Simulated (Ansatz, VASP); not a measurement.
## I in VASP and in Ansatz

```
I
1.0
     2.92906    0.00000    0.00000
     0.00000    2.92906    0.00000
     0.00000    0.00000    2.92906
I
1
Direct
  0.00000 0.00000 0.00000
```

Change from the starting cell: volume scaled by 0.65, LAPW.

Alike in both runs: task single point; functional PBEsol; k mesh 11 × 11 × 11; occupations fermi-dirac, width 0.1 eV; no spin polarisation.

```csv
,VASP,Ansatz
version,VASP 6.6.1,Ansatz 0.2.0
potentials or method,"VASP PAW PBE potentials, release 64 (I), cutoff 520 eV","all-electron LAPW, scalar-relativistic"
```

```tsv
	VASP	Ansatz	Ansatz less VASP
pressure (GPa)	38.1	38.0	-0.14
```

VASP's potentials were made for PBE, not for PBEsol. Both programs put the cell under a high pressure, so it lies far from rest at this level. Ansatz ran all-electron here, and VASP with PAW potentials.

Spin-orbit coupling is off throughout.
